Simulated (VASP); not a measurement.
# BaTiO3 (P4mm) in VASP: notebook

BaTiO3 is run at these levels: PBEsol; tasks: single point, relaxation of cell and atoms.

Everything below comes from runs of VASP 6.6.1. Logs are shortened: lines on timing, memory, paths and dates and some standing lists are left out, and cuts for length are marked.

## Step 1: The cell of the first run

Symmetry: P4mm, No. 99, tetragonal system. Conventional cell: a = 3.956 Å, b = 3.956 Å, c = 4.044 Å, α = 90.00°, β = 90.00°, γ = 90.00°. Ba (site symmetry 4mm) has 12 O at 2.77 to 2.88 Å and 8 Ti at 3.42 to 3.49 Å within 3.7 Å. Ti (site symmetry 4mm) has 6 O at 1.84 to 2.20 Å within 2.4 Å. O (site symmetry 4mm) has 2 Ti at 1.84 to 2.20 Å within 2.4 Å. O (site symmetry 2mm) has 2 Ti at 1.98 Å within 2.6 Å.

## Step 2: Single point, PBEsol

The input, INCAR:

```
PREC = Accurate ; ENCUT = 520
EDIFF = 1E-6 ; ISMEAR = 0
SIGMA = 0.01 ; LREAL = False
LASPH = True ; NELM = 60
ALGO = Normal ; ISIF = 2
LWAVE = False ; LCHARG = False
GGA = PS ; NBANDS = 28
```

The input, KPOINTS:

```
regular mesh
0
Gamma
  6 6 6
```

The input, POSCAR:

```
BaTiO3
1.0
    3.9555018086      0.0000000000      0.0000000000
    0.0000000000      3.9555018086      0.0000000000
    0.0000000000      0.0000000000      4.0437767177
Ba Ti O
1 1 3
Direct
    0.0000000000      0.0000000000     -0.0019164597
    0.5000000000      0.5000000000      0.4828719791
    0.5000000000      0.5000000000      0.0278088733
    0.5000000000      0.0000000000      0.5171178037
    0.0000000000      0.5000000000      0.5171178037
```

Potentials or basis: VASP PAW PBE potentials, release 64 (Ba_sv, Ti_sv, O).

Run with:

```sh
cat potpaw_PBE.64/Ba_sv/POTCAR potpaw_PBE.64/Ti_sv/POTCAR potpaw_PBE.64/O/POTCAR > POTCAR
mpirun -np 1 vasp_std > vasp.out
```

OUTCAR:

```text
PREC = Accurate
   ENCUT = 520
   EDIFF = 1E-6
   ISMEAR = 0
   LREAL = False
   LASPH = True
   NELM = 60
   ISIF = 2
   GGA = PS

 ion  position               nearest neighbor table
   1  0.000  0.000  0.998-   4 2.77   5 2.77   5 2.77   4 2.77   3 2.80   3 2.80   3 2.80   3 2.80
                             4 2.88   5 2.88   5 2.88   4 2.88   2 3.42   2 3.42   2 3.42   2 3.42
   2  0.500  0.500  0.483-   3 1.84   4 1.98   5 1.98   4 1.98   5 1.98   3 2.20   1 3.42   1 3.42
                             1 3.42   1 3.42   1 3.49   1 3.49   1 3.49   1 3.49
   3  0.500  0.500  0.028-   2 1.84   2 2.20   1 2.80   1 2.80   1 2.80   1 2.80
   4  0.500  0.000  0.517-   2 1.98   2 1.98   1 2.77   1 2.77   1 2.88   1 2.88
   5  0.000  0.500  0.517-   2 1.98   2 1.98   1 2.77   1 2.77   1 2.88   1 2.88

  LATTYP: Found a simple tetragonal cell.
 ALAT       =     3.9555018086
 C/A-ratio  =     1.0223169937

  Lattice vectors:

 A1 = (   3.9555018086,   0.0000000000,   0.0000000000)
 A2 = (   0.0000000000,   3.9555018086,   0.0000000000)
 A3 = (   0.0000000000,   0.0000000000,   4.0437767177)

Analysis of symmetry for initial positions (statically):
=====================================================================
 Subroutine PRICEL returns:
 Original cell was already a primitive cell.

 Routine SETGRP: Setting up the symmetry group for a
 simple tetragonal supercell.

 Subroutine GETGRP returns: Found  8 space group operations
 (whereof  8 operations were pure point group operations)
 out of a pool of 16 trial point group operations.

The static configuration has the point symmetry C_4v.

Analysis of symmetry for dynamics (positions and initial velocities):
=====================================================================
 Subroutine PRICEL returns:
 Original cell was already a primitive cell.

 Routine SETGRP: Setting up the symmetry group for a
 simple tetragonal supercell.

 Subroutine GETGRP returns: Found  8 space group operations
 (whereof  8 operations were pure point group operations)
 out of a pool of 16 trial point group operations.

The dynamic configuration has the point symmetry C_4v.

 Subroutine INISYM returns: Found  8 space group operations
 (whereof  8 operations are pure point group operations),
 and found     1 'primitive' translations

----------------------------------------------------------------------------------------

                                     Primitive cell

  volume of cell :      63.2689
[... 97 lines left out ...]
   EDIFFG = 0.1E-04   stopping-criterion for IOM
   NSW    =      0    number of steps for IOM
   IBRION =     -1    ionic relax: 0-MD 1-quasi-New 2-CG
   NFREE  =      0    steps in history (QN), initial steepest desc. (CG)
   ISIF   =      2    stress and relaxation
   ISYM   =      2    0-nonsym 1-usesym 2-fastsym
   POTIM  = 0.5000    time-step for ionic-motion
   TEBEG  =    0.0;   TEEND  =   0.0 temperature during run
   PSTRESS=    0.0 pullay stress
   NELECT =      40.0000    total number of electrons
   NUPDOWN=      -1.0000    fix difference up-down
   EMIN   =  10.00;   EMAX   =-10.00  energy-range for DOS
   EFERMI =   0.00;   METHOD = LEGACY
   ISMEAR =     0;   SIGMA  =   0.01  broadening in eV -4-tet -1-fermi 0-gaus
   EFERMI_NEDOS =   21; number of points for ismear=-14 and -15
   IALGO  =     38    algorithm
   IMIX   =      4    mixing-type and parameters
     AMIX     =   0.40;   BMIX     =  1.00
     AMIX_MAG =   1.60;   BMIX_MAG =  1.00
  volume/ion in A,a.u.               =      12.65        85.39
  Fermi-wavevector in a.u.,A,eV,Ry     =   1.405070  2.655198 26.860928  1.974222
  Thomas-Fermi vector in A             =   2.527568
   LORBIT       =      0    0 simple, 1 ext, 2 COOP (PROOUT), +10 PAW based schemes
   GGA     = PS    functional components
   LHFCALC =     F    Hartree Fock is set to
   AEXX    =    0.0000 exact exchange contribution
   IVDW    =     0    specifies the selected vdW correction
   LEPSILON=     F    determine dielectric tensor
   LRPA    =     F    only Hartree local field effects (RPA)
 non-spin polarized calculation
 Gauss-broadening in eV      SIGMA  =   0.01
  energy-cutoff  :      520.00
  volume of cell :       63.27
 maximum number of plane-waves:      1743
 NGX is ok and might be reduce to    30
   NGX = 15   NGY = 15   NGZ = 15

 number of electron      39.9999988 magnetization

 Free energy of the ion-electron system (eV)
  ---------------------------------------------------
  ext. energy  EPLUGINS =         0.00000000
  ---------------------------------------------------
  free energy    TOTEN  =       -41.99657503 eV

  energy without entropy =      -41.99657503  energy(sigma->0) =      -41.99657503

 E-fermi :   4.0135     XC(G=0): -11.5772

 val. band max:        3.8948562419   @ k =   0.5000   0.5000   0.5000
 cond. band min:       5.6764509202   @ k =   0.0000   0.0000   0.0000
 fundamental gap:      1.7815946782
 Fermi energy:         4.0134892035

 k-point     1 :       0.0000    0.0000    0.0000
  band No.  band energies     occupation
      1     -52.3440      2.00000
      2     -28.7516      2.00000
      3     -28.6793      2.00000
      4     -28.6793      2.00000
      5     -20.9625      2.00000
      6     -13.0480      2.00000
[... 733 lines left out ...]
     27      11.9836      0.00000
     28      13.2955      0.00000

 [... further k-points ...]

------------------------ aborting loop because EDIFF is reached ----------------------------------------

  FORCE on cell =-STRESS in cart. coord.  units (eV):
  Direction    XX          YY          ZZ          XY          YZ          ZX
  --------------------------------------------------------------------------------------
  -------------------------------------------------------------------------------------
  Total        0.7627142      0.7627142      0.7917918      0.0000000     -0.0000000      0.0000000
  in kB       19.3144386     19.3144386     20.0507779      0.0000000     -0.0000000      0.0000000
  external PRESSURE =      19.5598850 kB  Pullay stress =       0.0000000 kB

 VOLUME and BASIS-vectors are now :
 -----------------------------------------------------------------------------
  energy-cutoff  :      520.00
  volume of cell :       63.27
      direct lattice vectors                 reciprocal lattice vectors
     3.955501809  0.000000000  0.000000000     0.252812424  0.000000000  0.000000000
     0.000000000  3.955501809  0.000000000     0.000000000  0.252812424  0.000000000
     0.000000000  0.000000000  4.043776718     0.000000000  0.000000000  0.247293575

 POSITION                                       TOTAL-FORCE (eV/Angst)
 -----------------------------------------------------------------------------------
      0.00000      0.00000      4.03603         0.000000      0.000000      0.034842
      1.97775      1.97775      1.95263        -0.000000     -0.000000      0.052893
      1.97775      1.97775      0.11245        -0.000000     -0.000000     -0.054039
      1.97775      0.00000      2.09111        -0.000000      0.000000     -0.016848
      0.00000      1.97775      2.09111        -0.000000      0.000000     -0.016848
 -----------------------------------------------------------------------------------
    total drift:                                0.000000      0.000000     -0.000036

  FREE ENERGIE OF THE ION-ELECTRON SYSTEM (eV)
  ---------------------------------------------------
  free  energy   TOTEN  =       -41.9965750338 eV

  energy  without entropy=      -41.9965750338  energy(sigma->0) =      -41.99657503
```

OSZICAR:

```text
N       E                     dE             d eps       ncg     rms          rms(c)
DAV:   1     0.438628165381E+03    0.43863E+03   -0.20833E+04  2240   0.156E+03
DAV:   2    -0.363015344319E+01   -0.44226E+03   -0.42007E+03  2540   0.432E+02
DAV:   3    -0.497646647227E+02   -0.46135E+02   -0.45694E+02  3112   0.136E+02
DAV:   4    -0.519836117311E+02   -0.22189E+01   -0.22143E+01  3368   0.258E+01
DAV:   5    -0.520392508577E+02   -0.55639E-01   -0.55628E-01  3036   0.330E+00    0.235E+01
DAV:   6    -0.422020215959E+02    0.98372E+01   -0.50948E+01  3204   0.668E+01    0.988E+00
DAV:   7    -0.421562269678E+02    0.45795E-01   -0.91799E+00  2996   0.221E+01    0.717E+00
DAV:   8    -0.419884311685E+02    0.16780E+00   -0.80081E-01  2740   0.853E+00    0.287E+00
DAV:   9    -0.420154564430E+02   -0.27025E-01   -0.21804E-01  3088   0.314E+00    0.128E+00
DAV:  10    -0.419971631361E+02    0.18293E-01   -0.11140E-01  2680   0.347E+00    0.265E-01
DAV:  11    -0.419966300735E+02    0.53306E-03   -0.42739E-03  2716   0.550E-01    0.554E-02
DAV:  12    -0.419966034902E+02    0.26583E-04   -0.23098E-04  2880   0.113E-01    0.390E-02
DAV:  13    -0.419965767257E+02    0.26764E-04   -0.23945E-04  2720   0.154E-01    0.211E-02
DAV:  14    -0.419965749623E+02    0.17634E-05   -0.34865E-05  2792   0.452E-02    0.567E-03
DAV:  15    -0.419965750338E+02   -0.71504E-07   -0.43036E-06  2532   0.169E-02
   1 F= -.41996575E+02 E0= -.41996575E+02  d E =-.197389E-65
```

It took 38 s on 1 thread of AMD EPYC 9R45 (Zen 5), shared host; peak memory 0.18 GiB.

What came out:

```yaml
Free_energy: -41.9966 eV
Pressure: 2.0 GPa
Largest_force: 0.054 eV/Å
Band_gap_on_the_k_mesh: 1.78 eV, indirect (least direct gap 2.19 eV)
```

Forces in eV/Å, atoms in the order of the input:
```
Ba   0.000  0.000  0.035
Ti   0.000  0.000  0.053
O    0.000  0.000 -0.054
O    0.000  0.000 -0.017
O    0.000  0.000 -0.017
```

Levels at points of the mesh, in eV from the valence-band top:
| k point | band 16 | band 17 | band 18 | band 19 | band 20 | band 21 | band 22 | band 23 | band 24 | band 25 |
| --- | --- | --- | --- | --- | --- | --- | --- | --- | --- | --- |
| (0.00, 0.00, 0.00) | -1.46 | -1.27 | -0.50 | -0.41 | -0.41 | 1.78 | 2.17 | 2.17 | 4.21 | 4.32 |
| (0.50, 0.00, 0.00) | -2.08 | -1.96 | -1.78 | -1.20 | -1.02 | 2.30 | 3.61 | 3.67 | 4.25 | 6.01 |
| (0.50, 0.50, 0.00) | -2.97 | -1.87 | -1.03 | -1.03 | -0.08 | 3.70 | 3.70 | 4.07 | 4.69 | 7.75 |
| (0.00, 0.00, 0.50) | -2.07 | -2.07 | -2.07 | -0.73 | -0.73 | 1.94 | 3.62 | 3.62 | 4.21 | 6.22 |
| (0.50, 0.00, 0.50) | -2.82 | -1.79 | -1.00 | -0.97 | -0.31 | 3.64 | 3.64 | 3.98 | 5.05 | 7.68 |
| (0.50, 0.50, 0.50) | -2.51 | -2.51 | -0.22 | -0.22 | 0.00 | 4.26 | 4.26 | 4.31 | 6.40 | 6.60 |

Caveat: the PAW data sets were made with another functional, which shifts forces and pressure a little; spin-orbit coupling is left out, which moves the levels of the heavy elements.

## Step 3: Relaxation of cell and atoms, PBEsol

This run uses another cell than the first one, of 12.86 Å³/atom, 1.016 times its volume.

The input, INCAR:

```
SYSTEM = BaTiO3
PREC = Accurate
ENCUT = 600
EDIFF = 1E-7
ISMEAR = 0
SIGMA = 0.01
LREAL = .FALSE.
LASPH = .TRUE.
NELM = 80
ALGO = Normal
ISIF = 3
LWAVE = .FALSE.
LCHARG = .FALSE.
GGA = PS
IBRION = 2
NSW = 80
EDIFFG = -0.01
```

The input, KPOINTS:

```
Automatic mesh
0
G
  6 6 6
  0 0 0
```

The input, POSCAR:

```
BaTiO3
1.0
    3.9998000000      0.0000000000      0.0000000000
    0.0000000000      3.9998000000      0.0000000000
    0.0000000000      0.0000000000      4.0180000000
Ba Ti O
1 1 3
Direct
    0.0000000000      0.0000000000      0.0000000000
    0.5000000000      0.5000000000      0.4900000000
    0.5000000000      0.5000000000      0.0190000000
    0.5000000000      0.0000000000      0.5170000000
    0.0000000000      0.5000000000      0.5170000000
```

Potentials or basis: VASP PAW PBE potentials, release 64 (Ba_sv, Ti_sv, O).

Run with:

```sh
cat potpaw_PBE.64/Ba_sv/POTCAR potpaw_PBE.64/Ti_sv/POTCAR potpaw_PBE.64/O/POTCAR > POTCAR
mpirun -np 1 vasp_std > vasp.out
```

OUTCAR:

```text
SYSTEM = BaTiO3
   PREC = Accurate
   ENCUT = 600
   EDIFF = 1E-7
   ISMEAR = 0
   LREAL = .FALSE.
   LASPH = .TRUE.
   NELM = 80
   ISIF = 3
   GGA = PS
   IBRION = 2
   NSW = 80
   EDIFFG = -0.01

 ion  position               nearest neighbor table
   1  0.000  0.000  0.000-   4 2.79   5 2.79   5 2.79   4 2.79   3 2.83   3 2.83   3 2.83   3 2.83
                             4 2.88   5 2.88   5 2.88   4 2.88   2 3.45   2 3.45   2 3.45   2 3.45
   2  0.500  0.500  0.490-   3 1.89   4 2.00   5 2.00   4 2.00   5 2.00   3 2.13   1 3.45   1 3.45
                             1 3.45   1 3.45   1 3.49   1 3.49   1 3.49   1 3.49
   3  0.500  0.500  0.019-   2 1.89   2 2.13   1 2.83   1 2.83   1 2.83   1 2.83
   4  0.500  0.000  0.517-   2 2.00   2 2.00   1 2.79   1 2.79   1 2.88   1 2.88
   5  0.000  0.500  0.517-   2 2.00   2 2.00   1 2.79   1 2.79   1 2.88   1 2.88

  LATTYP: Found a simple tetragonal cell.
 ALAT       =     3.9998000000
 C/A-ratio  =     1.0045502275

  Lattice vectors:

 A1 = (   3.9998000000,   0.0000000000,   0.0000000000)
 A2 = (   0.0000000000,   3.9998000000,   0.0000000000)
 A3 = (   0.0000000000,   0.0000000000,   4.0180000000)

Analysis of symmetry for initial positions (statically):
=====================================================================
 Subroutine PRICEL returns:
 Original cell was already a primitive cell.

 Routine SETGRP: Setting up the symmetry group for a
 simple tetragonal supercell.

 Subroutine GETGRP returns: Found  8 space group operations
 (whereof  8 operations were pure point group operations)
 out of a pool of 16 trial point group operations.

The static configuration has the point symmetry C_4v.

Analysis of symmetry for dynamics (positions and initial velocities):
=====================================================================
 Subroutine PRICEL returns:
 Original cell was already a primitive cell.

 Routine SETGRP: Setting up the symmetry group for a
 simple tetragonal supercell.
[... 154 lines left out ...]

 Free energy of the ion-electron system (eV)
  ---------------------------------------------------
  ext. energy  EPLUGINS =         0.00000000
  ---------------------------------------------------
  free energy    TOTEN  =       -41.99329915 eV

  energy without entropy =      -41.99329915  energy(sigma->0) =      -41.99329915

------------------------ aborting loop because EDIFF is reached ----------------------------------------

  FORCE on cell =-STRESS in cart. coord.  units (eV):
  Direction    XX          YY          ZZ          XY          YZ          ZX
  --------------------------------------------------------------------------------------
  -------------------------------------------------------------------------------------
  Total       -0.9946640     -0.9946640     -0.6143439      0.0000000     -0.0000000      0.0000000
  in kB      -24.7913671    -24.7913671    -15.3121305      0.0000000     -0.0000000      0.0000000
  external PRESSURE =     -21.6316216 kB  Pullay stress =       0.0000000 kB
[... 98 lines left out ...]
  FREE ENERGIE OF THE ION-ELECTRON SYSTEM (eV)
  ---------------------------------------------------
  free  energy   TOTEN  =       -42.0019138371 eV

  energy  without entropy=      -42.0019138371  energy(sigma->0) =      -42.00191384

[... ionic steps 4 to 9 ...]

--------------------------------------- Ionic step       10  -------------------------------------------

 number of electron      39.9999995 magnetization

------------------------ aborting loop because EDIFF is reached ----------------------------------------
[... 73 lines left out ...]
--------------------------------------- Ionic step       12  -------------------------------------------

 number of electron      39.9999996 magnetization

 Free energy of the ion-electron system (eV)
  ---------------------------------------------------
  ext. energy  EPLUGINS =         0.00000000
  ---------------------------------------------------
  free energy    TOTEN  =       -42.00827918 eV

  energy without entropy =      -42.00827918  energy(sigma->0) =      -42.00827918

 E-fermi :   3.8860     XC(G=0): -11.5174

 val. band max:        3.8181842985   @ k =   0.5000   0.5000   0.5000
 cond. band min:       5.5824859082   @ k =   0.0000   0.0000   0.0000
 fundamental gap:      1.7643016096
 Fermi energy:         3.8860472236

 k-point     1 :       0.0000    0.0000    0.0000
  band No.  band energies     occupation
      1     -52.4626      2.00000
      2     -28.8686      2.00000
      3     -28.7922      2.00000
      4     -28.7922      2.00000
      5     -21.0771      2.00000
      6     -13.1108      2.00000
[... 637 lines left out ...]
     23       7.6102      0.00000
     24       8.7428      0.00000

 [... further k-points ...]

------------------------ aborting loop because EDIFF is reached ----------------------------------------

  FORCE on cell =-STRESS in cart. coord.  units (eV):
  Direction    XX          YY          ZZ          XY          YZ          ZX
  --------------------------------------------------------------------------------------
  -------------------------------------------------------------------------------------
  Total        0.0054093      0.0054093     -0.0055253      0.0000000      0.0000000      0.0000000
  in kB        0.1354742      0.1354742     -0.1383786      0.0000000      0.0000000      0.0000000
  external PRESSURE =       0.0441899 kB  Pullay stress =       0.0000000 kB
[... 20 lines left out ...]
  FREE ENERGIE OF THE ION-ELECTRON SYSTEM (eV)
  ---------------------------------------------------
  free  energy   TOTEN  =       -42.0082791823 eV

  energy  without entropy=      -42.0082791823  energy(sigma->0) =      -42.00827918

 reached required accuracy - stopping structural energy minimisation
```

OSZICAR:

```text
N       E                     dE             d eps       ncg     rms          rms(c)
DAV:   1     0.484735201405E+03    0.48474E+03   -0.23125E+04  1920   0.200E+03
DAV:   2     0.263253945942E+01   -0.48210E+03   -0.47500E+03  2344   0.520E+02
DAV:   3    -0.497332413243E+02   -0.52366E+02   -0.50634E+02  2784   0.155E+02
DAV:   4    -0.521662639396E+02   -0.24330E+01   -0.24317E+01  2800   0.314E+01
[... 122 lines left out ...]
DAV:   4    -0.420082800637E+02    0.40951E-05   -0.21938E-05  3120   0.416E-02    0.914E-03
DAV:   5    -0.420082795978E+02    0.46588E-06   -0.32848E-06  2608   0.161E-02    0.421E-03
DAV:   6    -0.420082794001E+02    0.19771E-06   -0.60765E-07  2640   0.598E-03    0.237E-03
DAV:   7    -0.420082792567E+02    0.14340E-06   -0.19189E-07  1656   0.324E-03    0.888E-04
DAV:   8    -0.420082791823E+02    0.74405E-07   -0.50276E-08   968   0.194E-03
  12 F= -.42008279E+02 E0= -.42008279E+02  d E =-.542359E-04
```

It took 4.4 min on 1 thread of AMD EPYC 9R45 (Zen 5), shared host; peak memory 0.21 GiB.

Results:

* Free energy: -42.0083 eV
* Relaxed volume: 12.79 Å³/atom
* Relaxed cell: a = 3.967 Å, b = 3.967 Å, c = 4.066 Å, α = 90.00°, β = 90.00°, γ = 90.00°
* Space group after relaxing (to 0.05 Å): P4mm (No. 99)
* Energy gained by relaxing: 3.0 meV/atom
* Ionic steps: 12
* Pressure after relaxing: 0.0 GPa
* Largest force after relaxing: 0.007 eV/Å
* Band gap on the k mesh: 1.76 eV, indirect (least direct gap 2.19 eV)

Forces in eV/Å, atoms in the order of the input:
```
Ba   0.000  0.000 -0.005
Ti   0.000  0.000 -0.002
O    0.000  0.000  0.007
O    0.000  0.000  0.000
O    0.000  0.000  0.000
```

The path:
```tsv
step	energy change (eV)	largest force (eV/Å)	pressure (GPa)	volume (Å³)
1	0.0000	0.3271	-2.16	64.28
2	-0.0030	0.0385	2.68	62.68
3	-0.0086	0.1445	0.45	63.38
4	-0.0113	0.0857	0.31	63.51
5	-0.0129	0.0935	0.12	63.73
6	-0.0138	0.0541	-0.14	63.88
7	-0.0142	0.0675	-0.42	64.06
8	-0.0146	0.0603	0.09	63.92
9	-0.0146	0.0605	0.09	63.92
10	-0.0148	0.0383	0.06	63.94
11	-0.0149	0.0273	0.03	63.95
12	-0.0150	0.0069	0.00	63.97
```

Final structure:
```cif
data_structure
_symmetry_space_group_name_H-M 'P 1'
_symmetry_Int_Tables_number 1
_cell_length_a 3.9668
_cell_length_b 3.9668
_cell_length_c 4.0656
_cell_angle_alpha 90.000
_cell_angle_beta 90.000
_cell_angle_gamma 90.000
_cell_volume 63.97
loop_
_atom_site_label
_atom_site_type_symbol
_atom_site_fract_x
_atom_site_fract_y
_atom_site_fract_z
_atom_site_occupancy
Ba1 Ba 0.00000 0.00000 0.99870 1
Ti1 Ti 0.50000 0.50000 0.48197 1
O1 O 0.50000 0.50000 0.02894 1
O2 O 0.50000 0.00000 0.51669 1
O3 O 0.00000 0.50000 0.51669 1
```

Caveat: the PAW data sets were made with another functional, which shifts forces and pressure a little; spin-orbit coupling is left out, which moves the levels of the heavy elements. A hybrid or GW would open this gap; PBEsol tends to underestimate it.
